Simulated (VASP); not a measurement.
Write the native input for VASP 6.6.1 that does the following.

- Task: single point
- Functional: PBEsol
- Potentials or basis: VASP PAW PBE potentials, release 64 (Ti_sv, Al)
- Cutoff: 520 eV
- k mesh: 18 × 18 × 14
- Occupations: gaussian, width 0.1 eV
- Spin: no spin polarisation
- Dipole correction: no
- Further INCAR settings: ALGO = Fast; EDIFF = 1e-06; NBANDS = 14

The structure of TiAl lies in POSCAR:

```
TiAl
1.0
    2.7107969390      0.0000000000      0.0000000000
    0.0000000000      2.7107969390      0.0000000000
    0.0000000000      0.0000000000      4.1138774525
Ti Al
1 1
Direct
    0.5000000000      0.5000000000      0.5000000000
    0.0000000000      0.0000000000      0.0000000000
```

This cell differs from its parent crystal: biaxial strain in the a-b plane: -3.0 %.

These files were run (other wordings do the same):

INCAR

```
SYSTEM = TiAl
PREC = Accurate
ENCUT = 520
EDIFF = 1E-6
ISMEAR = 0
SIGMA = 0.1
LREAL = .False.
LASPH = .True.
NELM = 80
ALGO = Fast
ISIF = 2
LWAVE = .False.
LCHARG = .False.
GGA = PS
NBANDS = 14
```

KPOINTS

```
regular mesh
0
Gamma
  18 18 14
  0 0 0
```

Potentials or basis: VASP PAW PBE potentials, release 64 (Ti_sv, Al).

Command:

```bash
$ cat potpaw_PBE.64/Ti_sv/POTCAR potpaw_PBE.64/Al/POTCAR > POTCAR
$ mpirun -np 1 vasp_std > vasp.out
```

Results of the run:

The pressure is 5.7 GPa and the band gap on the k mesh is zero (an odd number of electrons rules out a gap without spin polarisation).

Caveat: the cell differs from its parent crystal (biaxial strain in the a-b plane: -3.0 %); the cell stands under pressure; the PAW data sets were made with another functional, which shifts forces and pressure a little.

Run time: 3.8 min on 1 thread of Intel(R) Xeon(R) Platinum 8259CL CPU @ 2.50GHz (Skylake/Cascade Lake), on a shared host, peak memory 0.3 GiB.
